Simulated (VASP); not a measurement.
CuF, 4 atoms in the cell. Symmetry: P6_3/mmc, No. 194, hexagonal system. Conventional cell: a = 3.509 Å, b = 3.509 Å, c = 5.083 Å, α = 90.00°, β = 90.00°, γ = 120.00°. Within 2.7 Å of Cu (site symmetry -6m2) lie 5 F at 2.03 to 2.54 Å. Within 2.7 Å of F (site symmetry -6m2) lie 5 Cu at 2.03 to 2.54 Å. 

| Property | Result |
| --- | --- |
| Program | VASP 6.6.1 |
| Task | single point |
| Functional | PBE |
| Potentials or basis | VASP PAW PBE potentials, release 64 (Cu, F) |
| Cutoff | 700 eV |
| k mesh | 6 × 6 × 4, shifted |
| Occupations | fermi-dirac, width 0.02 eV |
| Spin | no spin polarisation |
| Dipole correction | no |
| Further INCAR settings | ALGO = Normal; EDIFF = 1e-06; NBANDS = 26; ISYM = -1 |

Potentials or basis: VASP PAW PBE potentials, release 64 (Cu, F).

Run with:

```console
$ cat potpaw_PBE.64/Cu/POTCAR potpaw_PBE.64/F/POTCAR > POTCAR
$ mpirun -np 1 vasp_std > vasp.out
```

Hardware: 1 thread of Intel(R) Xeon(R) Platinum 8488C (Sapphire Rapids) (shared host).

Problem. How long does it take, and how much memory?

Solution. Wall time 2 min on 1 thread of Intel(R) Xeon(R) Platinum 8488C (Sapphire Rapids), with other jobs on the host, peak memory 0.27 GiB. Counts: scf iterations 15, k points 72.
